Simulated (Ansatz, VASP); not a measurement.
# Two plane-wave programs on HfN

```
Hf N
1.0
     0.00000    2.39345    2.39345
     2.39345    0.00000    2.39345
     2.39345    2.39345    0.00000
Hf N
1 1
Direct
  0.00000 0.00000 0.00000
  0.75000 0.75000 0.75000
```

Change from the starting cell: strain -0.025 along x and y, -0.025 along z, atoms carried along.

Alike in both runs: task single point; functional PBEsol; k mesh 16 × 16 × 16; occupations gaussian, width 0.15 eV; no spin polarisation.

|  | VASP | Ansatz |
| --- | --- | --- |
| version | VASP 6.6.1 | Ansatz 0.2.0 |
| potentials or method | VASP PAW PBE potentials, release 64 (Hf_pv, N), cutoff 520 eV | scalar-relativistic, plane waves, PAW |
| valence electrons in the cell | 15 | 31 |

Ansatz gave:

```
gap on the k mesh at the Fermi level (eV) : none
pressure (GPa)                            : 11.2
```

Q: What did VASP give for the same quantities?

A: gap on the k mesh at the Fermi level (eV): none; pressure (GPa): 10.5.

VASP's potentials were made for PBE, not for PBEsol. A gap of «none» marks a metal or a gap that the smearing closes. VASP's potentials hold 15 valence electrons a cell and Ansatz's 31, so a difference there can come from the potentials and not from the codes.

Spin-orbit coupling is off throughout.
